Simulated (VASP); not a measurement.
# Be (C2/m) in VASP: notebook, part 2 of 2

VASP 6.6.1.

### Step 4. Single point, PBEsol (shortest bond scaled by 0.64)

The input, INCAR:

```
PREC = Accurate ; ENCUT = 520
EDIFF = 1E-6 ; ISMEAR = -1
SIGMA = 0.05 ; LREAL = F
LASPH = T ; NELM = 80
ALGO = Normal ; ISIF = 2
LWAVE = F ; LCHARG = F
GGA = PS ; NBANDS = 9
```

The input, KPOINTS:

```
Automatic mesh
0
Gamma
  15 15 8
```

The input, POSCAR:

```
Be
1.0
    2.2424371395      0.0000000000      0.0000000000
   -1.1212185697      1.9420075292      0.0000000000
    0.0000000000      0.0000000000      3.6327481659
Be
2
Direct
    0.2133333333      0.6066666667      0.1600000000
    0.7866666667      0.3933333333      0.8400000000
```

Potentials or basis: VASP PAW PBE potentials, release 64 (Be).

Command:

```bash
> cat potpaw_PBE.64/Be/POTCAR > POTCAR
> mpirun -np 1 vasp_std > vasp.out
```

OUTCAR:

```text
PREC = Accurate
   ENCUT = 520
   EDIFF = 1E-6
   ISMEAR = -1
   LREAL = F
   LASPH = T
   NELM = 80
   ISIF = 2
   GGA = PS

 ion  position               nearest neighbor table
   1  0.213  0.607  0.160-   2 1.43   2 1.96   2 1.96
   2  0.787  0.393  0.840-   1 1.43   1 1.96   1 1.96

  LATTYP: Found a hexagonal cell.
 ALAT       =     2.2424371395
 C/A-ratio  =     1.6200000000

  Lattice vectors:

 A1 = (   2.2424371395,   0.0000000000,   0.0000000000)
 A2 = (  -1.1212185697,   1.9420075292,   0.0000000000)
 A3 = (   0.0000000000,   0.0000000000,   3.6327481659)

Analysis of symmetry for initial positions (statically):
=====================================================================
 Subroutine PRICEL returns:
 Original cell was already a primitive cell.

 Routine SETGRP: Setting up the symmetry group for a
 hexagonal supercell.

 Subroutine GETGRP returns: Found  4 space group operations
 (whereof  4 operations were pure point group operations)
 out of a pool of 24 trial point group operations.

The static configuration has the point symmetry C_2h.

Analysis of symmetry for dynamics (positions and initial velocities):
=====================================================================
 Subroutine PRICEL returns:
 Original cell was already a primitive cell.

 Routine SETGRP: Setting up the symmetry group for a
 hexagonal supercell.

 Subroutine GETGRP returns: Found  4 space group operations
 (whereof  4 operations were pure point group operations)
 out of a pool of 24 trial point group operations.

The dynamic configuration has the point symmetry C_2h.

 Subroutine INISYM returns: Found  4 space group operations
 (whereof  4 operations are pure point group operations),
 and found     1 'primitive' translations

----------------------------------------------------------------------------------------

                                     Primitive cell

[... 114 lines left out ...]
   LORBIT       =      0    0 simple, 1 ext, 2 COOP (PROOUT), +10 PAW based schemes
   GGA     = PS    functional components
   LHFCALC =     F    Hartree Fock is set to
   AEXX    =    0.0000 exact exchange contribution
   IVDW    =     0    specifies the selected vdW correction
   LEPSILON=     F    determine dielectric tensor
   LRPA    =     F    only Hartree local field effects (RPA)
 non-spin polarized calculation
  energy-cutoff  :      520.00
  volume of cell :       15.82
 maximum number of plane-waves:       444
 NGX is ok and might be reduce to    18
   NGX =  9   NGY =  9   NGZ = 13

 number of electron       4.0000000 magnetization

 Free energy of the ion-electron system (eV)
  ---------------------------------------------------
  ext. energy  EPLUGINS =         0.00000000
  ---------------------------------------------------
  free energy    TOTEN  =        -4.67353928 eV

  energy without entropy =       -4.67158075  energy(sigma->0) =       -4.67256002

 E-fermi :   6.3224     XC(G=0): -10.4111

 val. band max:        6.3170261373   @ k =  -0.1333   0.3333   0.0000
 cond. band min:       6.3371085673   @ k =   0.4667  -0.2667   0.1250
 fundamental gap:      0.0200824301
 Fermi energy:         6.3224156013

 k-point     1 :       0.0000    0.0000    0.0000
  band No.  band energies     occupation
      1      -4.5801      2.00000
      2       3.3066      2.00000
      3       5.9365      1.99911
      4      20.8290      0.00000
      5      22.3918      0.00000
      6      24.4835      0.00000
      7      26.2427      0.00000
      8      31.0507      0.00000
      9      32.2466      0.00000
[... 265 lines left out ...]
 k-point    24 :       0.2667    0.0667    0.0000
  band No.  band energies     occupation
      1      -2.1566      2.00000
      2       5.9284      1.99924
      3       6.8206      0.00009
      4      13.0948      0.00000
      5      15.7552      0.00000
      6      22.0339      0.00000
      7      22.4396      0.00000
      8      25.8716      0.00000
      9      27.0036      0.00000

 [... further k-points ...]

------------------------ aborting loop because EDIFF is reached ----------------------------------------

  FORCE on cell =-STRESS in cart. coord.  units (eV):
  Direction    XX          YY          ZZ          XY          YZ          ZX
  --------------------------------------------------------------------------------------
  -------------------------------------------------------------------------------------
  Total        3.4763953      0.5322858     10.0561655      2.5496736      3.4127372      5.9110313
  in kB      352.0734330     53.9074743   1018.4425004    258.2192948    345.6264311    598.6422501
  external PRESSURE =     474.8078026 kB  Pullay stress =       0.0000000 kB

 VOLUME and BASIS-vectors are now :
 -----------------------------------------------------------------------------
  energy-cutoff  :      520.00
  volume of cell :       15.82
      direct lattice vectors                 reciprocal lattice vectors
     2.242437139  0.000000000  0.000000000     0.445943381  0.257465531  0.000000000
    -1.121218570  1.942007529  0.000000000     0.000000000  0.514931062  0.000000000
     0.000000000  0.000000000  3.632748166     0.000000000  0.000000000  0.275273692

 POSITION                                       TOTAL-FORCE (eV/Angst)
 -----------------------------------------------------------------------------------
     -0.20182      1.17815      0.58124         5.450688      3.146956     10.518540
      1.32304      0.76386      3.05151        -5.450688     -3.146956    -10.518540
 -----------------------------------------------------------------------------------
    total drift:                               -0.000000     -0.000000     -0.000000

  FREE ENERGIE OF THE ION-ELECTRON SYSTEM (eV)
  ---------------------------------------------------
  free  energy   TOTEN  =        -4.6735392832 eV

  energy  without entropy=       -4.6715807534  energy(sigma->0) =       -4.67256002
```

Wall time 46 s (1 thread of Intel Xeon Platinum 8375C at 2.90GHz (Ice Lake), shared host); peak memory 0.17 GiB.

What came out:

```yaml
Free_energy: -4.6735 eV
Pressure: 47.5 GPa
Largest_force: 12.258 eV/Å
Band_gap_on_the_k_mesh: zero (band 2 reaches 7.51 eV, above the bottom of band 3 at 5.80 eV)
```

Forces in eV/Å, atoms in the order of the input:
```
Be    5.451   3.147  10.519
Be   -5.451  -3.147 -10.519
```

Stress tensor (GPa, compression positive):
```
 35.21  25.82  59.86
 25.82   5.39  34.56
 59.86  34.56 101.84
```

Caveat: the cell differs from its parent crystal (shortest bond scaled by 0.64); the PAW data sets were made with another functional, which shifts forces and pressure a little.

### Step 5. Single point, PBEsol (shortest bond scaled by 0.64)

The input, INCAR:

```
SYSTEM = Be
PREC = Accurate
ENCUT = 520
EDIFF = 1E-6
ISMEAR = -1
SIGMA = 0.05
LREAL = .FALSE.
LASPH = .TRUE.
NELM = 80
ALGO = Normal
ISIF = 2
LWAVE = .FALSE.
LCHARG = .TRUE.
GGA = PS
LELF = .TRUE.
LVHAR = .TRUE.
NBANDS = 9
```

The input, KPOINTS:

```
regular mesh
0
G
  15 15 8
  0 0 0
```

POSCAR is that of step 4.

Potentials or basis: VASP PAW PBE potentials, release 64 (Be).

Command:

```bash
> cat potpaw_PBE.64/Be/POTCAR > POTCAR
> mpirun -np 1 vasp_std > vasp.out
```

OUTCAR:

```text
SYSTEM = Be
   PREC = Accurate
   ENCUT = 520
   EDIFF = 1E-6
   ISMEAR = -1
   LREAL = .FALSE.
   LASPH = .TRUE.
   NELM = 80
   ISIF = 2
   GGA = PS

 ion  position               nearest neighbor table
   1  0.213  0.607  0.160-   2 1.43   2 1.96   2 1.96
   2  0.787  0.393  0.840-   1 1.43   1 1.96   1 1.96

  LATTYP: Found a hexagonal cell.
 ALAT       =     2.2424371395
 C/A-ratio  =     1.6200000000

  Lattice vectors:

 A1 = (   2.2424371395,   0.0000000000,   0.0000000000)
 A2 = (  -1.1212185697,   1.9420075292,   0.0000000000)
 A3 = (   0.0000000000,   0.0000000000,   3.6327481659)

Analysis of symmetry for initial positions (statically):
=====================================================================
 Subroutine PRICEL returns:
 Original cell was already a primitive cell.

 Routine SETGRP: Setting up the symmetry group for a
 hexagonal supercell.

 Subroutine GETGRP returns: Found  4 space group operations
 (whereof  4 operations were pure point group operations)
 out of a pool of 24 trial point group operations.

The static configuration has the point symmetry C_2h.

Analysis of symmetry for dynamics (positions and initial velocities):
=====================================================================
 Subroutine PRICEL returns:
 Original cell was already a primitive cell.

 Routine SETGRP: Setting up the symmetry group for a
 hexagonal supercell.

 Subroutine GETGRP returns: Found  4 space group operations
 (whereof  4 operations were pure point group operations)
 out of a pool of 24 trial point group operations.

The dynamic configuration has the point symmetry C_2h.

 Subroutine INISYM returns: Found  4 space group operations
 (whereof  4 operations are pure point group operations),
 and found     1 'primitive' translations

----------------------------------------------------------------------------------------

                                     Primitive cell

  volume of cell :      15.8200

  direct lattice vectors                    reciprocal lattice vectors
     2.242437139  0.000000000  0.000000000     0.445943381  0.257465531  0.000000000
    -1.121218570  1.942007529  0.000000000     0.000000000  0.514931062  0.000000000
     0.000000000  0.000000000  3.632748166     0.000000000  0.000000000  0.275273692

  length of vectors
     2.242437139  2.242437139  3.632748166     0.514931062  0.514931062  0.275273692

  position of ions in fractional coordinates (direct lattice)
     0.213333333  0.606666667  0.160000000
     0.786666667  0.393333333  0.840000000

  ion indices of the primitive-cell ions
   primitive index   ion index
                 1           1
                 2           2

----------------------------------------------------------------------------------------

 KPOINTS: regular mesh

Automatic generation of k-mesh.
 Grid dimensions read from file:
 generate k-points for:   15   15    8

 Generating k-lattice:

  Cartesian coordinates                     Fractional coordinates (reciprocal lattice)
     0.029729559  0.017164369  0.000000000     0.066666667  0.000000000  0.000000000
     0.000000000  0.034328737  0.000000000     0.000000000  0.066666667  0.000000000
     0.000000000  0.000000000  0.034409212     0.000000000  0.000000000  0.125000000

  Length of vectors
     0.034328737  0.034328737  0.034409212

  Shift w.r.t. Gamma in fractional coordinates (k-lattice)
     0.000000000  0.000000000  0.000000000

 Subroutine IBZKPT returns following result:
 ===========================================

 Found    488 irreducible k-points:

 Following reciprocal coordinates:
            Coordinates               Weight
  0.000000  0.000000  0.000000      1.000000
  0.066667  0.000000  0.000000      2.000000
  0.000000  0.066667  0.000000      4.000000
  0.133333 -0.000000  0.000000      2.000000
  0.000000  0.133333  0.000000      4.000000
  0.200000 -0.000000  0.000000      2.000000
[... 16 lines left out ...]
 -0.266667  0.200000  0.000000      4.000000
  0.266667  0.066667  0.000000      4.000000
 [... further k-points ...]
   k-points           NKPTS =    488   k-points in BZ     NKDIM =    488   number of bands    NBANDS=      9
   number of dos      NEDOS =    301   number of ions     NIONS =      2
   total plane-waves  NPLWV =   9072
   dimension x,y,z NGX =    18 NGY =   18 NGZ =   28
   dimension x,y,z NGXF=    36 NGYF=   36 NGZF=   56
   ions per type =               2
   NGX,Y,Z   is equivalent  to a cutoff of  13.34, 13.34, 12.81 a.u.
   NGXF,Y,Z  is equivalent  to a cutoff of  26.69, 26.69, 25.63 a.u.
 SYSTEM =  Be
   PREC   = accura    normal or accurate (medium, high low for compatibility)
   ISTART =      0    job   : 0-new  1-cont  2-samecut
   ICHARG =      2    charge: 1-file 2-atom 10-const
   ISPIN  =      1    spin polarized calculation?
   LNONCOLLINEAR =      F non collinear calculations
   LSORBIT =      F    spin-orbit coupling
   LASPH  =      T    aspherical Exc in radial PAW
   ENCUT  =  520.0 eV  38.22 Ry    6.18 a.u.   4.17  4.17  6.75*2*pi/ulx,y,z
   NELM   =     80;   NELMIN=  2; NELMDL= -5     # of ELM steps
   EDIFF  = 0.1E-05   stopping-criterion for ELM
   LREAL  =      F    real-space projection
   EDIFFG = 0.1E-04   stopping-criterion for IOM
   NSW    =      0    number of steps for IOM
   IBRION =     -1    ionic relax: 0-MD 1-quasi-New 2-CG
   NFREE  =      0    steps in history (QN), initial steepest desc. (CG)
   ISIF   =      2    stress and relaxation
   ISYM   =      2    0-nonsym 1-usesym 2-fastsym
   POTIM  = 0.5000    time-step for ionic-motion
   TEBEG  =    0.0;   TEEND  =   0.0 temperature during run
   PSTRESS=    0.0 pullay stress
   NELECT =       4.0000    total number of electrons
   NUPDOWN=      -1.0000    fix difference up-down
   EMIN   =  10.00;   EMAX   =-10.00  energy-range for DOS
   EFERMI =   0.00;   METHOD = LEGACY
   ISMEAR =    -1;   SIGMA  =   0.05  broadening in eV -4-tet -1-fermi 0-gaus
   EFERMI_NEDOS =   21; number of points for ismear=-14 and -15
   IALGO  =     38    algorithm
   IMIX   =      4    mixing-type and parameters
     AMIX     =   0.40;   BMIX     =  1.00
     AMIX_MAG =   1.60;   BMIX_MAG =  1.00
  volume/ion in A,a.u.               =       7.91        53.38
  Fermi-wavevector in a.u.,A,eV,Ry     =   1.035204  1.956252 14.580651  1.071648
  Thomas-Fermi vector in A             =   2.169536
   LORBIT       =      0    0 simple, 1 ext, 2 COOP (PROOUT), +10 PAW based schemes
   GGA     = PS    functional components
   LHFCALC =     F    Hartree Fock is set to
   AEXX    =    0.0000 exact exchange contribution
   IVDW    =     0    specifies the selected vdW correction
   LEPSILON=     F    determine dielectric tensor
   LRPA    =     F    only Hartree local field effects (RPA)
 non-spin polarized calculation
  energy-cutoff  :      520.00
  volume of cell :       15.82
 maximum number of plane-waves:       444
 NGX is ok and might be reduce to    18
   NGX =  9   NGY =  9   NGZ = 13

 number of electron       4.0000000 magnetization

 Free energy of the ion-electron system (eV)
  ---------------------------------------------------
  ext. energy  EPLUGINS =         0.00000000
  ---------------------------------------------------
  free energy    TOTEN  =        -4.67353928 eV

  energy without entropy =       -4.67158075  energy(sigma->0) =       -4.67256002

 E-fermi :   6.3224     XC(G=0): -10.4111

 val. band max:        6.3170261373   @ k =  -0.1333   0.3333   0.0000
 cond. band min:       6.3371085673   @ k =   0.4667  -0.2667   0.1250
 fundamental gap:      0.0200824301
 Fermi energy:         6.3224156013

 k-point     1 :       0.0000    0.0000    0.0000
  band No.  band energies     occupation
      1      -4.5801      2.00000
      2       3.3066      2.00000
      3       5.9365      1.99911
      4      20.8290      0.00000
      5      22.3918      0.00000
      6      24.4835      0.00000
      7      26.2427      0.00000
      8      31.0507      0.00000
      9      32.2466      0.00000

 k-point     2 :       0.0667    0.0000    0.0000
  band No.  band energies     occupation
      1      -4.4655      2.00000
      2       3.4662      2.00000
      3       5.9897      1.99743
      4      20.1164      0.00000
      5      21.2601      0.00000
      6      25.4959      0.00000
      7      26.2808      0.00000
      8      29.1840      0.00000
      9      32.5115      0.00000
[... 253 lines left out ...]
 k-point    24 :       0.2667    0.0667    0.0000
  band No.  band energies     occupation
      1      -2.1566      2.00000
      2       5.9284      1.99924
      3       6.8206      0.00009
      4      13.0948      0.00000
      5      15.7552      0.00000
      6      22.0339      0.00000
      7      22.4396      0.00000
      8      25.8716      0.00000
      9      27.0036      0.00000

 [... further k-points ...]
[... 5 lines left out ...]
  --------------------------------------------------------------------------------------
  -------------------------------------------------------------------------------------
  Total        3.4763953      0.5322858     10.0561655      2.5496736      3.4127372      5.9110313
  in kB      352.0734330     53.9074743   1018.4425004    258.2192948    345.6264311    598.6422501
  external PRESSURE =     474.8078026 kB  Pullay stress =       0.0000000 kB

 VOLUME and BASIS-vectors are now :
 -----------------------------------------------------------------------------
  energy-cutoff  :      520.00
  volume of cell :       15.82
      direct lattice vectors                 reciprocal lattice vectors
     2.242437139  0.000000000  0.000000000     0.445943381  0.257465531  0.000000000
    -1.121218570  1.942007529  0.000000000     0.000000000  0.514931062  0.000000000
     0.000000000  0.000000000  3.632748166     0.000000000  0.000000000  0.275273692

 POSITION                                       TOTAL-FORCE (eV/Angst)
 -----------------------------------------------------------------------------------
     -0.20182      1.17815      0.58124         5.450688      3.146956     10.518540
      1.32304      0.76386      3.05151        -5.450688     -3.146956    -10.518540
 -----------------------------------------------------------------------------------
    total drift:                               -0.000000     -0.000000     -0.000000

  FREE ENERGIE OF THE ION-ELECTRON SYSTEM (eV)
  ---------------------------------------------------
  free  energy   TOTEN  =        -4.6735392832 eV

  energy  without entropy=       -4.6715807534  energy(sigma->0) =       -4.67256002
```

stdout:

```text
POSCAR found type information on POSCAR Be
 POSCAR found :  1 types and       2 ions
 scaLAPACK will be used
 -----------------------------------------------------------------------------
|                                                                             |
|                                                                             |
|     You enforced a specific xc type in the INCAR file but a different       |
|     I HOPE YOU KNOW WHAT YOU ARE DOING!                                     |
|                                                                             |
 -----------------------------------------------------------------------------

 LDA part: xc-table for (Slater+PW92), standard interpolation
 POSCAR, INCAR and KPOINTS ok, starting setup
 FFT: planning ... GRIDC
 FFT: planning ... GRID_SOFT
 FFT: planning ... GRID
 WAVECAR not read
 entering main loop
```

It took 48 s on 1 thread of Intel Xeon Platinum 8375C at 2.90GHz (Ice Lake), shared host; peak memory 0.17 GiB.

Results:

```yaml
Free_energy: -4.6735 eV
Pressure: 47.5 GPa
Largest_force: 12.258 eV/Å
Band_gap_on_the_k_mesh: zero (band 2 reaches 7.51 eV, above the bottom of band 3 at 5.80 eV)
```

Forces on the atoms (eV/Å):
```
Be    5.451   3.147  10.519
Be   -5.451  -3.147 -10.519
```

Stress tensor (GPa, compression positive):
```
 35.21  25.82  59.86
 25.82   5.39  34.56
 59.86  34.56 101.84
```

Caveat: the cell differs from its parent crystal (shortest bond scaled by 0.64); the PAW data sets were made with another functional, which shifts forces and pressure a little.

### Step 6. Single point, PBEsol (shortest bond scaled by 0.58)

The input, INCAR:

```
SYSTEM = Be
PREC = Accurate
ENCUT = 520
EDIFF = 1E-7
ISMEAR = -1
SIGMA = 0.05
LREAL = .FALSE.
LASPH = .TRUE.
NELM = 100
ALGO = Normal
ISIF = 2
LWAVE = .FALSE.
LCHARG = .FALSE.
GGA = PS
NBANDS = 9
```

The input, KPOINTS:

```
Automatic mesh
0
G
  15 15 8
  0 0 0
```

The input, POSCAR:

```
Be
1.0
    2.2424371395      0.0000000000      0.0000000000
   -1.1212185697      1.9420075292      0.0000000000
    0.0000000000      0.0000000000      3.6327481659
Be
2
Direct
    0.1933333333      0.5966666667      0.1450000000
    0.8066666667      0.4033333333      0.8550000000
```

Potentials or basis: VASP PAW PBE potentials, release 64 (Be).

Command:

```bash
> cat potpaw_PBE.64/Be/POTCAR > POTCAR
> mpirun -np 1 vasp_std > vasp.out
```

Wall time 51 s (1 thread of Intel Xeon Platinum 8375C at 2.90GHz (Ice Lake), shared host); peak memory 0.17 GiB.

The run converged. Its results:

```yaml
Free_energy: -2.6529 eV
Pressure: 67.1 GPa
Largest_force: 18.367 eV/Å
Band_gap_on_the_k_mesh: zero (band 2 reaches 7.34 eV, above the bottom of band 3 at 5.44 eV)
```

Forces in eV/Å, atoms in the order of the input:
```
Be    8.581   4.954  15.465
Be   -8.581  -4.954 -15.465
```

Stress tensor (GPa, compression positive):
```
 48.37  37.48  87.98
 37.48   5.10  50.80
 87.98  50.80 147.93
```

Levels at points of the mesh, in eV from the Fermi level:
```
           k point  band 1  band 2  band 3  band 4  band 5
(0.00, 0.00, 0.00)  -10.78   -2.49   -0.76   13.99   14.87
(0.00, 0.00, 0.50)   -9.66   -7.08    6.17   13.82   15.02
```

Caveat: the cell differs from its parent crystal (shortest bond scaled by 0.58); the PAW data sets were made with another functional, which shifts forces and pressure a little.
